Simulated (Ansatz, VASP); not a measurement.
**Two plane-wave programs on ZnPt**

```xyz
2
Lattice="2.8640 0.0215 0.0000 0.0215 2.8640 0.0000 0.0000 0.0000 3.5100" Properties=species:S:1:pos:R:3 pbc="T T T"
Zn    1.4427    1.4427    1.7550
Pt    0.0000    0.0000    0.0000
```

Change from the starting cell: strain +0.0150 x Voigt [0, 0, 0, 0, 0, 1], atoms carried along.

Alike in both runs: task single point; functional LDA; k mesh 16 × 16 × 14; occupations gaussian, width 0.15 eV; no spin polarisation.

|  | VASP | Ansatz |
| --- | --- | --- |
| version | VASP 6.6.1 | Ansatz 0.2.0 |
| potentials or method | VASP PAW LDA potentials, release 64 (Zn, Pt), cutoff 520 eV | scalar-relativistic, plane waves, PAW |
| valence electrons in the cell | 22 | 30 |

```tsv
	VASP	Ansatz	Ansatz less VASP
gap on the k mesh at the Fermi level (eV)	none	none	-
pressure (GPa)	-9.9	-11.0	-1.07
traceless stress, the component that is largest in VASP (GPa)	-0.78	-0.76	+0.015
```

LDA's correlation is that of Perdew and Zunger in VASP and of Perdew and Wang (1992) in Ansatz. A gap of «none» marks a metal or a gap that the smearing closes. VASP's potentials hold 22 valence electrons a cell and Ansatz's 30, so a difference there can come from the potentials and not from the codes.

Spin-orbit coupling is off throughout.
